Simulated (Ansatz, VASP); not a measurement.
## Two plane-wave programs on GaSb

```xyz
2
Lattice="0.0000 2.6333 2.6333 2.6333 0.0000 2.6333 2.6333 2.6333 0.0000" Properties=species:S:1:pos:R:3 pbc="T T T"
Ga    0.0000    0.0000    0.0000
Sb    1.3166    1.3166    1.3166
```

Change from the starting cell: volume scaled by 0.64, PAW files.

Alike in both runs: task single point; functional PBEsol; k mesh 11 × 11 × 11; occupations fermi-dirac, width 0.05 eV; no spin polarisation.

|  | VASP | Ansatz |
| --- | --- | --- |
| version | VASP 6.6.1 | Ansatz 0.2.0 |
| potentials or method | VASP PAW PBE potentials, release 64 (Ga_d, Sb) | PAW with Ansatz's default frozen-core files, scalar-relativistic |
| plane-wave cutoff (eV) | 520 | 420 |
| valence electrons in the cell | 18 | 28 |

```tsv
	VASP	Ansatz	Ansatz less VASP
pressure (GPa)	65.0	64.7	-0.33
```

VASP's potentials were made for PBE, not for PBEsol. Both programs put the cell under a high pressure, so it lies far from rest at this level. VASP's potentials hold 18 valence electrons a cell and Ansatz's 28, so a difference there can come from the potentials and not from the codes.

Neither program's run includes spin-orbit coupling. Noted on VASP's run: the cell as given lies far from equilibrium.
